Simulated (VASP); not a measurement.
# ScCuC4N4 (P-43m) in VASP: relaxation of cell and atoms with PBE

Aim: the relaxation of cell and atoms of ScCuC4N4 with PBE.

Everything below comes from runs of VASP 6.6.1. Logs are shortened: lines on timing, memory, paths and dates and some standing lists are left out, and cuts for length are marked.

## Step 1: The cell of the first run

It takes space group P-43m (No. 215, cubic). Conventional cell: a = 6.143 Å, b = 6.143 Å, c = 6.143 Å, α = 90.00°, β = 90.00°, γ = 90.00°. Sc (site symmetry -43m) has 4 C at 2.22 Å within 2.9 Å. Cu (site symmetry -43m) has 4 N at 1.93 Å within 2.6 Å. C (site symmetry 3m) has 1 N at 1.17 Å within 1.6 Å. Within 1.6 Å of N (site symmetry 3m) lie 1 C at 1.17 Å.

## Step 2: Relaxation of cell and atoms, PBE

INCAR reads:

```
SYSTEM = ScCuC4N4
PREC     = Accurate       ! precision mode
ENCUT    = 600            ! plane-wave cutoff, eV
EDIFF    = 1E-6           ! SCF threshold, eV
ISMEAR   = 0              ! smearing method
SIGMA    = 0.02           ! smearing width, eV
LREAL    = .FALSE.        ! projectors in reciprocal space
LASPH    = .TRUE.         ! aspherical terms in the spheres
NELM     = 60             ! most SCF steps
ALGO     = Normal         ! electronic algorithm
ISIF     = 3              ! what is computed and relaxed
LWAVE    = .FALSE.        ! write WAVECAR
LCHARG   = .FALSE.        ! write CHGCAR
GGA      = PE             ! functional
IBRION   = 2              ! ionic algorithm
NSW      = 100            ! ionic steps
EDIFFG   = -0.01          ! ionic threshold
```

KPOINTS reads:

```
Automatic mesh
0
G
  6 6 6
  0 0 0
```

POSCAR reads:

```
ScCuC4N4
1.0
    6.1427878849      0.0000000000      0.0000000000
    0.0000000000      6.1427878849      0.0000000000
    0.0000000000      0.0000000000      6.1427878849
Sc Cu C N
1 1 4 4
Direct
    0.0000000000      0.0000000000      0.0000000000
    0.5000000000      0.5000000000      0.5000000000
    0.2084184400      0.2084184400      0.2084184400
    0.2084184400      0.7915815600      0.7915815600
    0.7915815600      0.2084184400      0.7915815600
    0.7915815600      0.7915815600      0.2084184400
    0.3182590293      0.3182590293      0.3182590293
    0.3182590293      0.6817409707      0.6817409707
    0.6817409707      0.3182590293      0.6817409707
    0.6817409707      0.6817409707      0.3182590293
```

Potentials or basis: VASP PAW PBE potentials, release 64 (Sc_sv, Cu, C, N).

Command:

```
cat potpaw_PBE.64/Sc_sv/POTCAR potpaw_PBE.64/Cu/POTCAR potpaw_PBE.64/C/POTCAR potpaw_PBE.64/N/POTCAR > POTCAR
mpirun -np 1 vasp_std > vasp.out
```

OUTCAR:

```text
SYSTEM = ScCuC4N4
   PREC = Accurate
   ENCUT = 600
   EDIFF = 1E-6
   ISMEAR = 0
   LREAL = .FALSE.
   LASPH = .TRUE.
   NELM = 60
   ISIF = 3
   GGA = PE
   IBRION = 2
   NSW = 100
   EDIFFG = -0.01

 ion  position               nearest neighbor table
   1  0.000  0.000  0.000-   3 2.22   4 2.22   5 2.22   6 2.22
   2  0.500  0.500  0.500-   7 1.93   8 1.93   9 1.93  10 1.93
   3  0.208  0.208  0.208-   7 1.17   1 2.22
   4  0.208  0.792  0.792-   8 1.17   1 2.22
   5  0.792  0.208  0.792-   9 1.17   1 2.22
   6  0.792  0.792  0.208-  10 1.17   1 2.22
   7  0.318  0.318  0.318-   3 1.17   2 1.93
   8  0.318  0.682  0.682-   4 1.17   2 1.93
   9  0.682  0.318  0.682-   5 1.17   2 1.93
  10  0.682  0.682  0.318-   6 1.17   2 1.93

  LATTYP: Found a simple cubic cell.
 ALAT       =     6.1427878849

  Lattice vectors:

 A1 = (   6.1427878849,   0.0000000000,   0.0000000000)
 A2 = (   0.0000000000,   6.1427878849,   0.0000000000)
 A3 = (   0.0000000000,   0.0000000000,   6.1427878849)

Analysis of symmetry for initial positions (statically):
=====================================================================
 Subroutine PRICEL returns:
 Original cell was already a primitive cell.

 Routine SETGRP: Setting up the symmetry group for a
 simple cubic supercell.

 Subroutine GETGRP returns: Found 24 space group operations
 (whereof 24 operations were pure point group operations)
 out of a pool of 48 trial point group operations.

The static configuration has the point symmetry T_d .

Analysis of symmetry for dynamics (positions and initial velocities):
=====================================================================
 Subroutine PRICEL returns:
 Original cell was already a primitive cell.

 Routine SETGRP: Setting up the symmetry group for a
 simple cubic supercell.

 Subroutine GETGRP returns: Found 24 space group operations
 (whereof 24 operations were pure point group operations)
 out of a pool of 48 trial point group operations.

The dynamic configuration has the point symmetry T_d .

 Subroutine INISYM returns: Found 24 space group operations
 (whereof 24 operations are pure point group operations),
 and found     1 'primitive' translations

----------------------------------------------------------------------------------------

                                     Primitive cell

  volume of cell :     231.7910

  direct lattice vectors                    reciprocal lattice vectors
     6.142787885  0.000000000  0.000000000     0.162792533  0.000000000  0.000000000
     0.000000000  6.142787885  0.000000000     0.000000000  0.162792533  0.000000000
     0.000000000  0.000000000  6.142787885     0.000000000  0.000000000  0.162792533

  length of vectors
     6.142787885  6.142787885  6.142787885     0.162792533  0.162792533  0.162792533

  position of ions in fractional coordinates (direct lattice)
     0.000000000  0.000000000  0.000000000
     0.500000000  0.500000000  0.500000000
     0.208418440  0.208418440  0.208418440
     0.208418440  0.791581560  0.791581560
     0.791581560  0.208418440  0.791581560
     0.791581560  0.791581560  0.208418440
     0.318259029  0.318259029  0.318259029
     0.318259029  0.681740971  0.681740971
     0.681740971  0.318259029  0.681740971
     0.681740971  0.681740971  0.318259029

  ion indices of the primitive-cell ions
   primitive index   ion index
                 1           1
                 2           2
                 3           3
                 4           4
                 5           5
                 6           6
                 7           7
                 8           8
                 9           9
                10          10

----------------------------------------------------------------------------------------

 KPOINTS: Automatic mesh

Automatic generation of k-mesh.
 Grid dimensions read from file:
 generate k-points for:    6    6    6

 Generating k-lattice:

  Cartesian coordinates                     Fractional coordinates (reciprocal lattice)
     0.027132089  0.000000000  0.000000000     0.166666667  0.000000000  0.000000000
     0.000000000  0.027132089  0.000000000     0.000000000  0.166666667  0.000000000
     0.000000000  0.000000000  0.027132089     0.000000000  0.000000000  0.166666667

  Length of vectors
     0.027132089  0.027132089  0.027132089

  Shift w.r.t. Gamma in fractional coordinates (k-lattice)
     0.000000000  0.000000000  0.000000000

 Subroutine IBZKPT returns following result:
 ===========================================

 Found     20 irreducible k-points:

 Following reciprocal coordinates:
            Coordinates               Weight
  0.000000  0.000000  0.000000      1.000000
  0.166667  0.000000  0.000000      6.000000
  0.333333  0.000000  0.000000      6.000000
  0.500000  0.000000  0.000000      3.000000
  0.166667  0.166667  0.000000     12.000000
  0.333333  0.166667  0.000000     24.000000
[... 12 lines left out ...]
  0.500000  0.500000  0.333333      6.000000
  0.500000  0.500000  0.500000      1.000000
   k-points           NKPTS =     20   k-points in BZ     NKDIM =     20   number of bands    NBANDS=     35
   number of dos      NEDOS =    301   number of ions     NIONS =     10
   total plane-waves  NPLWV = 125000
   dimension x,y,z NGX =    50 NGY =   50 NGZ =   50
   dimension x,y,z NGXF=   100 NGYF=  100 NGZF=  100
   ions per type =               1   1   4   4
   NGX,Y,Z   is equivalent  to a cutoff of  13.53, 13.53, 13.53 a.u.
   NGXF,Y,Z  is equivalent  to a cutoff of  27.06, 27.06, 27.06 a.u.
 SYSTEM =  ScCuC4N4
   PREC   = accura    normal or accurate (medium, high low for compatibility)
   ISTART =      0    job   : 0-new  1-cont  2-samecut
   ICHARG =      2    charge: 1-file 2-atom 10-const
   ISPIN  =      1    spin polarized calculation?
   LNONCOLLINEAR =      F non collinear calculations
   LSORBIT =      F    spin-orbit coupling
   LASPH  =      T    aspherical Exc in radial PAW
   ENCUT  =  600.0 eV  44.10 Ry    6.64 a.u.  12.27 12.27 12.27*2*pi/ulx,y,z
   NELM   =     60;   NELMIN=  2; NELMDL= -5     # of ELM steps
   EDIFF  = 0.1E-05   stopping-criterion for ELM
   LREAL  =      F    real-space projection
   EDIFFG = -.1E-01   stopping-criterion for IOM
   NSW    =    100    number of steps for IOM
   IBRION =      2    ionic relax: 0-MD 1-quasi-New 2-CG
   NFREE  =      1    steps in history (QN), initial steepest desc. (CG)
   ISIF   =      3    stress and relaxation
   ISYM   =      2    0-nonsym 1-usesym 2-fastsym
   POTIM  = 0.5000    time-step for ionic-motion
   TEBEG  =    0.0;   TEEND  =   0.0 temperature during run
   PSTRESS=    0.0 pullay stress
   NELECT =      58.0000    total number of electrons
   NUPDOWN=      -1.0000    fix difference up-down
   EMIN   =  10.00;   EMAX   =-10.00  energy-range for DOS
   EFERMI =   0.00;   METHOD = LEGACY
   ISMEAR =     0;   SIGMA  =   0.02  broadening in eV -4-tet -1-fermi 0-gaus
   EFERMI_NEDOS =   21; number of points for ismear=-14 and -15
   IALGO  =     38    algorithm
   IMIX   =      4    mixing-type and parameters
     AMIX     =   0.40;   BMIX     =  1.00
     AMIX_MAG =   1.60;   BMIX_MAG =  1.00
  volume/ion in A,a.u.               =      23.18       156.42
  Fermi-wavevector in a.u.,A,eV,Ry     =   1.031617  1.949474 14.479788  1.064234
  Thomas-Fermi vector in A             =   2.165774
   LORBIT       =      0    0 simple, 1 ext, 2 COOP (PROOUT), +10 PAW based schemes
   GGA     = PE    functional components
   LHFCALC =     F    Hartree Fock is set to
   AEXX    =    0.0000 exact exchange contribution
   IVDW    =     0    specifies the selected vdW correction
   LEPSILON=     F    determine dielectric tensor
   LRPA    =     F    only Hartree local field effects (RPA)
 conjugate gradient relaxation of ions
 non-spin polarized calculation
 Gauss-broadening in eV      SIGMA  =   0.02
  energy-cutoff  :      600.00
  volume of cell :      231.79
 maximum number of plane-waves:      7809
 NGX is ok and might be reduce to    50
   NGX = 25   NGY = 25   NGZ = 25

--------------------------------------- Ionic step        1  -------------------------------------------

 number of electron      58.0000007 magnetization

 Free energy of the ion-electron system (eV)
  ---------------------------------------------------
  ext. energy  EPLUGINS =         0.00000000
  ---------------------------------------------------
  free energy    TOTEN  =       -78.24670027 eV

  energy without entropy =      -78.24670027  energy(sigma->0) =      -78.24670027

------------------------ aborting loop because EDIFF is reached ----------------------------------------

  FORCE on cell =-STRESS in cart. coord.  units (eV):
  Direction    XX          YY          ZZ          XY          YZ          ZX
  --------------------------------------------------------------------------------------
  -------------------------------------------------------------------------------------
  Total        0.8809983      0.8809983      0.8809983      0.0000000     -0.0000000     -0.0000000
  in kB        6.0896045      6.0896045      6.0896045      0.0000000     -0.0000000     -0.0000000
  external PRESSURE =       6.0896045 kB  Pullay stress =       0.0000000 kB
[... 113 lines left out ...]
  FREE ENERGIE OF THE ION-ELECTRON SYSTEM (eV)
  ---------------------------------------------------
  free  energy   TOTEN  =       -78.2490007611 eV

  energy  without entropy=      -78.2490007611  energy(sigma->0) =      -78.24900076

[... ionic steps 4 to 9 ...]

--------------------------------------- Ionic step       10  -------------------------------------------

 number of electron      58.0000012 magnetization

------------------------ aborting loop because EDIFF is reached ----------------------------------------

  FORCE on cell =-STRESS in cart. coord.  units (eV):
  Direction    XX          YY          ZZ          XY          YZ          ZX
  --------------------------------------------------------------------------------------
  -------------------------------------------------------------------------------------
  Total        0.0023412      0.0023412      0.0023412     -0.0000000     -0.0000000     -0.0000000
  in kB        0.0160662      0.0160662      0.0160662     -0.0000000     -0.0000000     -0.0000000
  external PRESSURE =       0.0160662 kB  Pullay stress =       0.0000000 kB
[... 73 lines left out ...]
  energy  without entropy=      -78.2501992815  energy(sigma->0) =      -78.25019928

--------------------------------------- Ionic step       12  -------------------------------------------

 number of electron      58.0000012 magnetization

 Free energy of the ion-electron system (eV)
  ---------------------------------------------------
  ext. energy  EPLUGINS =         0.00000000
  ---------------------------------------------------
  free energy    TOTEN  =       -78.25020830 eV

  energy without entropy =      -78.25020830  energy(sigma->0) =      -78.25020830

 E-fermi :  -1.4778     XC(G=0):  -6.6727

 val. band max:       -1.6623157030   @ k =   0.5000   0.5000   0.0000
 cond. band min:      -0.0062280612   @ k =   0.5000   0.0000   0.0000
 fundamental gap:      1.6560876418
 Fermi energy:        -1.4777553239

 k-point     1 :       0.0000    0.0000    0.0000
  band No.  band energies     occupation
      1     -51.4758      2.00000
      2     -30.0852      2.00000
      3     -30.0852      2.00000
      4     -30.0852      2.00000
      5     -18.9057      2.00000
      6     -18.7995      2.00000
[... 786 lines left out ...]
  FREE ENERGIE OF THE ION-ELECTRON SYSTEM (eV)
  ---------------------------------------------------
  free  energy   TOTEN  =       -78.2502083018 eV

  energy  without entropy=      -78.2502083018  energy(sigma->0) =      -78.25020830

 reached required accuracy - stopping structural energy minimisation
```

It took 15 min on 1 thread of Intel Xeon 6975P-C (Granite Rapids), shared host; peak memory 0.51 GiB.

What came out:

```
Free energy                           : -78.2502 eV
Relaxed volume                        : 23.35 Å³/atom
Relaxed cell                          : a = 6.158 Å, b = 6.158 Å, c = 6.158 Å, α = 90.00°, β = 90.00°, γ = 90.00°
Space group after relaxing (to 0.1 Å) : P-43m (No. 215)
Energy gained by relaxing             : 0.4 meV/atom
Ionic steps                           : 12
Pressure after relaxing               : 0.0 GPa
Largest force after relaxing          : 0.009 eV/Å
Band gap on the k mesh                : 1.66 eV (least direct gap 1.67 eV)
```

Forces on the atoms (eV/Å):
```
Sc   0.000  0.000  0.000
Cu   0.000  0.000  0.000
C    0.005  0.005  0.005
C    0.005 -0.005 -0.005
C   -0.005  0.005 -0.005
C   -0.005 -0.005  0.005
N   -0.005 -0.005 -0.005
N   -0.005  0.005  0.005
N    0.005 -0.005  0.005
N    0.005  0.005 -0.005
```

The path:
| step | energy change (eV) | largest force (eV/Å) | pressure (GPa) | volume (Å³) |
| --- | --- | --- | --- | --- |
| 1 | 0.0000 | 0.3424 | 0.61 | 231.79 |
| 2 | 0.2301 | 3.3789 | -3.26 | 234.76 |
| 3 | -0.0023 | 0.0605 | 0.20 | 232.05 |
| 4 | -0.0023 | 0.0435 | 0.21 | 232.04 |
| 5 | -0.0033 | 0.0122 | 0.08 | 232.96 |
| 6 | -0.0035 | 0.0251 | 0.01 | 233.31 |
| 7 | -0.0032 | 0.1354 | -0.12 | 233.47 |
| 8 | -0.0035 | 0.0168 | 0.01 | 233.33 |
| 9 | -0.0035 | 0.0118 | -0.01 | 233.42 |
| 10 | -0.0035 | 0.0105 | 0.00 | 233.47 |
| 11 | -0.0035 | 0.0128 | -0.03 | 233.55 |
| 12 | -0.0035 | 0.0093 | -0.03 | 233.49 |

Final structure:
```cif
data_structure
_symmetry_space_group_name_H-M 'P 1'
_symmetry_Int_Tables_number 1
_cell_length_a 6.1578
_cell_length_b 6.1578
_cell_length_c 6.1578
_cell_angle_alpha 90.000
_cell_angle_beta 90.000
_cell_angle_gamma 90.000
_cell_volume 233.49
loop_
_atom_site_label
_atom_site_type_symbol
_atom_site_fract_x
_atom_site_fract_y
_atom_site_fract_z
_atom_site_occupancy
Sc1 Sc 0.00000 0.00000 0.00000 1
Cu1 Cu 0.50000 0.50000 0.50000 1
C1 C 0.20824 0.20824 0.20824 1
C2 C 0.20824 0.79176 0.79176 1
C3 C 0.79176 0.20824 0.79176 1
C4 C 0.79176 0.79176 0.20824 1
N1 N 0.31813 0.31813 0.31813 1
N2 N 0.31813 0.68187 0.68187 1
N3 N 0.68187 0.31813 0.68187 1
N4 N 0.68187 0.68187 0.31813 1
```

A k mesh can miss the band edges.
